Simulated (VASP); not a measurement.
Input of a VASP 6.6.1 run:

Contents of INCAR:

```
SYSTEM = SeS4
PREC = Accurate ; ENCUT = 520
EDIFF = 1E-6 ; ISMEAR = 0
SIGMA = 0.1 ; LREAL = .False.
LASPH = .True. ; NELM = 60
ALGO = Normal ; ISIF = 2
LWAVE = .False. ; LCHARG = .False.
GGA = PE ; NBANDS = 23
```

File KPOINTS:

```
regular mesh
0
Gamma
  8 8 8
  0 0 0
```

The input POSCAR:

```
SeS4
1.0
    4.6655667766      0.0000000000      0.0000000000
    0.0000000000      4.6655667766      0.0000000000
    0.0000000000      0.0000000000      4.6655667766
Se S
1 4
Direct
    0.0000000000      0.0000000000      0.0000000000
    0.3097778189      0.6902221811      0.6902221811
    0.6902221811      0.3097778189      0.6902221811
    0.6902221811      0.6902221811      0.3097778189
    0.3097778189      0.3097778189      0.3097778189
```

Potentials or basis: VASP PAW PBE potentials, release 64 (Se, S).

Run with:

```console
$ cat potpaw_PBE.64/Se/POTCAR potpaw_PBE.64/S/POTCAR > POTCAR
$ mpirun -np 1 vasp_std > vasp.out
```

(1) What does it give for the pressure?

(2) What does it give for the band gap on the k mesh?

(3) What does it give for the largest force?

Answers

(1) -0.1 GPa.

(2) zero (band 15 reaches 5.59 eV, above the bottom of band 16 at 4.34 eV).

(3) 0.005 eV/Å.
